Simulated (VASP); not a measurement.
Wanted: the native input for a VASP 6.6.1 run.

```yaml
Task: electric field gradients
Functional: PBEsol
Potentials_or_basis: VASP PAW PBE potentials, release 64 (K_sv, I)
Cutoff: 520 eV
k_mesh: 8 × 8 × 8
Occupations: fermi-dirac, width 0.01 eV
Spin: no spin polarisation
Dipole_correction: no
Further_INCAR_settings: ALGO = Normal; EDIFF = 1e-08; NBANDS = 15
```

The structure of KI lies in POSCAR:

```
KI
1.0
    0.0000000000      3.5008945893      3.5008945893
    3.5008945893      0.0000000000      3.5008945893
    3.5008945893      3.5008945893      0.0000000000
K I
1 1
Direct
    0.0000000000      0.0000000000      0.0000000000
    0.5000000000      0.5000000000      0.5000000000
```

This cell differs from its parent crystal: volume scaled by 0.98.

One way to write it, as run:

INCAR

```
PREC = Accurate
ENCUT = 520
EDIFF = 1E-8
ISMEAR = -1
SIGMA = 0.01
LREAL = False
LASPH = True
NELM = 80
ALGO = Normal
ISIF = 2
LWAVE = False
LCHARG = False
GGA = PS
LEFG = True
NBANDS = 15
```

KPOINTS

```
Automatic mesh
0
Gamma
  8 8 8
```

Potentials or basis: VASP PAW PBE potentials, release 64 (K_sv, I).

The run is started by

```bash
$ cat potpaw_PBE.64/K_sv/POTCAR potpaw_PBE.64/I/POTCAR > POTCAR
$ mpirun -np 1 vasp_std > vasp.out
```

It gave:

| Property | Result |
| --- | --- |
| Pressure | 0.1 GPa |
| Band gap on the k mesh | 3.87 eV, direct |

Caveat: without QUAD_EFG the Cq values of the log hold for a quadrupole moment of 1 mb, not for the nuclei; the PAW data sets were made with another functional, which shifts forces and pressure a little; spin-orbit coupling is left out, which moves the levels of the heavy elements.

Run time: 50 s on 1 thread of Intel(R) Xeon(R) Platinum 8259CL CPU @ 2.50GHz (Skylake/Cascade Lake) (shared host), peak memory 0.25 GiB.
